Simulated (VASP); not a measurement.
# AlNi (Pm-3m) in VASP: notebook

Runs on AlNi. Level: PBE+U. Tasks: single point.

Program: VASP 6.6.1. These are calculated values, not measurements. Logs are shortened: lines on timing, memory, paths and dates and some standing lists are left out, and cuts for length are marked.

**1. The cell of the first run**

The structure is cubic, space group Pm-3m (No. 221). The conventional cell has a = 2.881 Å, b = 2.881 Å, c = 2.881 Å, α = 90.00°, β = 90.00°, γ = 90.00°. Al (site symmetry m-3m) has 8 Ni at 2.50 Å and 6 Al at 2.88 Å within 3.3 Å. Within 3.3 Å of Ni (site symmetry m-3m) lie 8 Al at 2.50 Å and 6 Ni at 2.88 Å.

**2. Single point, PBE+U, collinear spin, zero start**

INCAR

```
SYSTEM = AlNi
PREC     = Accurate       ! precision mode
ENCUT    = 520            ! plane-wave cutoff, eV
EDIFF    = 1E-7           ! SCF threshold, eV
ISMEAR   = -1             ! smearing method
SIGMA    = 0.05           ! smearing width, eV
LREAL    = .FALSE.        ! projectors in reciprocal space
LASPH    = .TRUE.         ! aspherical terms in the spheres
NELM     = 150            ! most SCF steps
ALGO     = Normal         ! electronic algorithm
ISIF     = 2              ! what is computed and relaxed
LWAVE    = .FALSE.        ! write WAVECAR
LCHARG   = .FALSE.        ! write CHGCAR
ISPIN    = 2              ! spin polarisation
MAGMOM   = 0 0 0 0        ! initial moments
LORBIT   = 11             ! projections on sites
LMAXMIX  = 4              ! l up to which the mixer works
LDAU     = .TRUE.         ! DFT+U
LDAUTYPE = 2            
LDAUL    = -1 2           ! shell
LDAUU    = 0 6.2          ! U, eV
LDAUJ    = 0 0          
LDAUPRINT= 1            
GGA      = PE             ! functional
NBANDS   = 25             ! bands
```

KPOINTS

```
regular mesh
0
G
  8 6 6
  0 0 0
```

POSCAR

```
AlNi
1.0
   -2.8810000000      0.0000000000      0.0000000000
    0.0000000000     -2.8810000000     -2.8810000000
    0.0000000000     -2.8810000000      2.8810000000
Al Ni
2 2
Direct
    0.0000000000      0.0000000000      0.0000000000
    0.0000000000      0.5000000000      0.5000000000
    0.5000000000      0.0000000000      0.5000000000
    0.5000000000      0.5000000000      0.0000000000
```

Potentials or basis: VASP PAW PBE potentials, release 64 (Al, Ni).

Launch:

```sh
$ cat potpaw_PBE.64/Al/POTCAR potpaw_PBE.64/Ni/POTCAR > POTCAR
$ mpirun -np 1 vasp_std > vasp.out
```

OUTCAR:

```text
SYSTEM = AlNi
   PREC = Accurate
   ENCUT = 520
   EDIFF = 1E-7
   ISMEAR = -1
   LREAL = .FALSE.
   LASPH = .TRUE.
   NELM = 150
   ISIF = 2
   ISPIN = 2
   LORBIT = 11
   GGA = PE

 ion  position               nearest neighbor table
   1  0.000  0.000  0.000-   3 2.50   4 2.50   3 2.50   4 2.50   3 2.50   4 2.50   3 2.50   4 2.50
                             2 2.88   2 2.88   2 2.88   2 2.88
   2  0.000  0.500  0.500-   3 2.50   4 2.50   4 2.50   3 2.50   3 2.50   4 2.50   4 2.50   3 2.50
                             1 2.88   1 2.88   1 2.88   1 2.88
   3  0.500  0.000  0.500-   1 2.50   2 2.50   1 2.50   2 2.50   1 2.50   2 2.50   1 2.50   2 2.50
                             4 2.88   4 2.88   4 2.88   4 2.88
   4  0.500  0.500  0.000-   1 2.50   2 2.50   2 2.50   1 2.50   1 2.50   2 2.50   2 2.50   1 2.50
                             3 2.88   3 2.88   3 2.88   3 2.88

  LATTYP: Found a simple tetragonal cell.
 ALAT       =     4.0743492732
 C/A-ratio  =     0.7071067812

  Lattice vectors:

 A1 = (   0.0000000000,  -2.8810000000,  -2.8810000000)
 A2 = (   0.0000000000,  -2.8810000000,   2.8810000000)
 A3 = (  -2.8810000000,   0.0000000000,   0.0000000000)

Analysis of symmetry for initial positions (statically):
=====================================================================
 Subroutine PRICEL returns following result:

  LATTYP: Found a simple cubic cell.
 ALAT       =     2.8810000000
[... 12 lines left out ...]
 Subroutine GETGRP returns: Found 16 space group operations
 (whereof 16 operations were pure point group operations)
 out of a pool of 16 trial point group operations.

The static configuration has the point symmetry D_4h.

Analysis of symmetry for dynamics (positions and initial velocities):
=====================================================================
 Subroutine PRICEL returns following result:

  LATTYP: Found a simple cubic cell.
 ALAT       =     2.8810000000
[... 12 lines left out ...]
 Subroutine GETGRP returns: Found 16 space group operations
 (whereof 16 operations were pure point group operations)
 out of a pool of 16 trial point group operations.

The dynamic configuration has the point symmetry D_4h.

Analysis of structural, dynamic, and magnetic symmetry:
=====================================================================
 Subroutine PRICEL returns following result:

  LATTYP: Found a simple cubic cell.
 ALAT       =     2.8810000000
[... 219 lines left out ...]
  o =  0.8869  v =  0.0000  0.0000  0.0000  0.0000  0.0000  0.0000 -0.0000  0.0000  1.0000 -0.0000      0.0000  0.0000  0.0000  0.0000  0.0000  0.0000  0.0000  0.0000  0.0000  0.0000
  o =  0.8869  v =  0.0000  0.0000  0.0000  0.0000  0.0000  1.0000  0.0000  0.0000  0.0000  0.0000      0.0000  0.0000  0.0000  0.0000  0.0000  0.0000  0.0000  0.0000  0.0000  0.0000
  o =  0.8869  v =  0.0000  0.0000 -0.0000  1.0000  0.0000  0.0000  0.0000  0.0000  0.0000  0.0000      0.0000  0.0000  0.0000  0.0000  0.0000  0.0000  0.0000  0.0000  0.0000  0.0000
  o =  0.8869  v =  1.0000  0.0000  0.0000  0.0000  0.0000  0.0000  0.0000  0.0000  0.0000  0.0000      0.0000  0.0000  0.0000  0.0000  0.0000  0.0000  0.0000  0.0000  0.0000  0.0000
  o =  0.8896  v =  0.0000  0.0000 -0.5000 -0.0000  0.8660  0.0000  0.0000  0.0000  0.0000  0.0000      0.0000  0.0000  0.0000  0.0000  0.0000  0.0000  0.0000  0.0000  0.0000  0.0000
  o =  0.8896  v =  0.0000  0.0000  0.0000  0.0000  0.0000  0.0000 -0.0000 -0.5000  0.0000  0.8660      0.0000  0.0000  0.0000  0.0000  0.0000  0.0000  0.0000  0.0000  0.0000  0.0000

 number of electron      26.0000024 magnetization      -0.0000049

 Free energy of the ion-electron system (eV)
  ---------------------------------------------------
  ext. energy  EPLUGINS =         0.00000000
  ---------------------------------------------------
  free energy    TOTEN  =       -13.94163663 eV

  energy without entropy =      -13.93004814  energy(sigma->0) =      -13.93584239

 E-fermi :   9.4327     XC(G=0): -11.9810

 val. band max:        9.4103662344   @ k =   0.3750   0.1667   0.1667
 cond. band min:       9.4424186975   @ k =   0.0000   0.5000   0.1667
 fundamental gap:      0.0320524631
 Fermi energy:         9.4327047814

 spin component 1

 k-point     1 :       0.0000    0.0000    0.0000
  band No.  band energies     occupation
      1      -1.1364      1.00000
      2       3.8247      1.00000
      3       5.6710      1.00000
      4       5.6906      1.00000
      5       5.8158      1.00000
      6       6.7926      1.00000
[... 1337 lines left out ...]
     24      21.2936      0.00000
     25      22.8951      0.00000

 [... further k-points ...]
[... 5 lines left out ...]
  --------------------------------------------------------------------------------------
  -------------------------------------------------------------------------------------
  Total       -1.2319799     -1.9314289     -1.9314289     -0.0000000      0.0000000     -0.0000000
  in kB      -41.2718972    -64.7037630    -64.7037630     -0.0000000      0.0000000     -0.0000000
  external PRESSURE =     -56.8931411 kB  Pullay stress =       0.0000000 kB

 VOLUME and BASIS-vectors are now :
 -----------------------------------------------------------------------------
  energy-cutoff  :      520.00
  volume of cell :       47.83
      direct lattice vectors                 reciprocal lattice vectors
    -2.881000000  0.000000000  0.000000000    -0.347101701  0.000000000  0.000000000
     0.000000000 -2.881000000 -2.881000000     0.000000000 -0.173550850 -0.173550850
     0.000000000 -2.881000000  2.881000000     0.000000000 -0.173550850  0.173550850

 POSITION                                       TOTAL-FORCE (eV/Angst)
 -----------------------------------------------------------------------------------
      0.00000      0.00000      0.00000         0.000000      0.000000     -0.000000
      0.00000     -2.88100      0.00000         0.000000      0.000000     -0.000000
     -1.44050     -1.44050      1.44050        -0.000000     -0.000000     -0.000000
     -1.44050     -1.44050     -1.44050        -0.000000     -0.000000      0.000000
 -----------------------------------------------------------------------------------
    total drift:                               -0.000000      0.000000     -0.000000

  FREE ENERGIE OF THE ION-ELECTRON SYSTEM (eV)
  ---------------------------------------------------
  free  energy   TOTEN  =       -13.9416366330 eV

  energy  without entropy=      -13.9300481375  energy(sigma->0) =      -13.93584239

 total charge

# of ion       s       p       d       tot
------------------------------------------
    1        0.385   0.395   0.000   0.780
    2        0.385   0.395   0.000   0.780
    3        0.446   0.464   8.822   9.732
    4        0.446   0.464   8.822   9.732
--------------------------------------------------
tot          1.662   1.719  17.644  21.024

 magnetization (x)

# of ion       s       p       d       tot
------------------------------------------
    1       -0.000  -0.000   0.000  -0.000
    2       -0.000  -0.000   0.000  -0.000
    3       -0.000   0.000   0.000   0.000
    4       -0.000   0.000   0.000   0.000
--------------------------------------------------
tot         -0.000   0.000   0.000  -0.000
```

stdout:

```text
POSCAR found type information on POSCAR AlNi
 POSCAR found :  2 types and       4 ions
 scaLAPACK will be used
 LDA part: xc-table for (Slater+PW92), standard interpolation
 POSCAR, INCAR and KPOINTS ok, starting setup
 FFT: planning ... GRIDC
 FFT: planning ... GRID_SOFT
 FFT: planning ... GRID
 WAVECAR not read
 entering main loop
```

Wall time 51 s (1 thread of Intel Xeon 6975P-C (Granite Rapids), shared host); peak memory 0.22 GiB.

What came out:

```yaml
Free_energy: -13.9416 eV
Pressure: -5.7 GPa
Band_gap_on_the_k_mesh: zero (filled and empty bands overlap)
Net_moment: 0.00 μB per cell
Valence_electrons_inside_the_program's_atomic_spheres: Al 0.78; Ni 9.73
```

Eigenvalues of the final occupation matrices:
```tsv
site	spin	trace	eigenvalues
site 3 d	1	4.43	0.88 0.89 0.89 0.89 0.89
site 3 d	2	4.43	0.88 0.89 0.89 0.89 0.89
site 4 d	1	4.43	0.88 0.89 0.89 0.89 0.89
site 4 d	2	4.43	0.88 0.89 0.89 0.89 0.89
```

Caveat: the cell stands under tension; no moment was typed at the start, so none could form; the U is typed as a test and isn't derived for this compound.

**3. Single point, PBE+U, collinear spin, ferromagnetic start**

INCAR

```
PREC = Accurate
ENCUT = 520
EDIFF = 1E-6
ISMEAR = -1
SIGMA = 0.05
LREAL = False
LASPH = True
NELM = 150
ALGO = Normal
ISIF = 2
LWAVE = False
LCHARG = False
ISPIN = 2
MAGMOM = 0 0 3 3
LORBIT = 11
LMAXMIX = 4
LDAU = True
LDAUTYPE = 2
LDAUL = -1 2
LDAUU = 0 6.2
LDAUJ = 0 0
LDAUPRINT = 1
GGA = PE
NBANDS = 25
```

KPOINTS

```
Automatic mesh
0
Gamma
  8 6 6
```

POSCAR is that of step 2.

Potentials or basis: VASP PAW PBE potentials, release 64 (Al, Ni).

Launch:

```sh
$ cat potpaw_PBE.64/Al/POTCAR potpaw_PBE.64/Ni/POTCAR > POTCAR
$ mpirun -np 1 vasp_std > vasp.out
```

Run time: 61 s. Hardware: 1 thread of Intel Xeon 6975P-C (Granite Rapids), shared host; peak memory 0.22 GiB.

It converged, with:

```yaml
Free_energy: -13.9416 eV
Pressure: -5.6 GPa
Band_gap_on_the_k_mesh: zero (filled and empty bands overlap)
Net_moment: 0.00 μB per cell
Valence_electrons_inside_the_program's_atomic_spheres: Al 0.78; Ni 9.73
```

Stress tensor (GPa, compression positive):
```
-4.06  0.00  0.00
 0.00 -6.42  0.00
 0.00  0.00 -6.42
```

Levels at points of the mesh, in eV from the Fermi level:
Spin up:
```csv
k point,band 10,band 11,band 12,band 13,band 14,band 15,band 16,band 17
"(0.00, 0.00, 0.00)",-2.12,-2.11,-2.11,-1.55,1.86,2.32,6.05,6.05
"(0.50, 0.00, 0.00)",-1.54,-1.52,-1.02,2.70,2.70,2.72,4.01,4.38
"(0.00, 0.50, 0.00)",-2.45,-2.37,-2.37,1.22,1.22,2.88,2.88,8.63
"(0.50, 0.50, 0.00)",-2.57,-1.37,-1.37,-0.85,-0.85,5.34,5.34,5.88
"(0.00, 0.50, 0.50)",-2.80,-2.03,-2.03,-1.00,-1.00,8.68,8.68,10.68
"(0.50, 0.50, 0.50)",-2.33,-2.32,-2.32,-1.56,-1.56,1.86,1.86,2.33
```
Spin down:
| k point | band 9 | band 10 | band 11 | band 12 | band 13 | band 14 | band 15 | band 16 | band 17 | band 18 |
| --- | --- | --- | --- | --- | --- | --- | --- | --- | --- | --- |
| (0.00, 0.00, 0.00) | -2.33 | -2.13 | -2.11 | -2.11 | -1.55 | 1.86 | 2.32 | 6.05 | 6.05 | 6.05 |
| (0.50, 0.00, 0.00) | -2.04 | -1.54 | -1.52 | -1.02 | 2.70 | 2.70 | 2.72 | 4.01 | 4.38 | 4.40 |
| (0.00, 0.50, 0.00) | -2.45 | -2.45 | -2.37 | -2.37 | 1.22 | 1.22 | 2.88 | 2.88 | 8.63 | 8.63 |
| (0.50, 0.50, 0.00) | -2.57 | -2.57 | -1.37 | -1.37 | -0.85 | -0.85 | 5.34 | 5.34 | 5.88 | 5.88 |
| (0.00, 0.50, 0.50) | -2.80 | -2.80 | -2.03 | -2.03 | -1.01 | -1.01 | 8.68 | 8.68 | 10.68 | 10.68 |
| (0.50, 0.50, 0.50) | -2.33 | -2.33 | -2.32 | -2.32 | -1.56 | -1.56 | 1.86 | 1.86 | 2.33 | 2.33 |

Eigenvalues of the final occupation matrices:
| site | spin | trace | eigenvalues |
| --- | --- | --- | --- |
| site 3 d | 1 | 4.43 | 0.88 0.89 0.89 0.89 0.89 |
| site 3 d | 2 | 4.43 | 0.88 0.89 0.89 0.89 0.89 |
| site 4 d | 1 | 4.43 | 0.88 0.89 0.89 0.89 0.89 |
| site 4 d | 2 | 4.43 | 0.88 0.89 0.89 0.89 0.89 |

Caveat: the cell stands under tension; the moments typed at the start vanished in this run; the U is typed as a test and isn't derived for this compound. The state reached can hang on the start; a lower one may exist.

The gap in the log of VASP goes by the Fermi energy; the results here count the filled bands.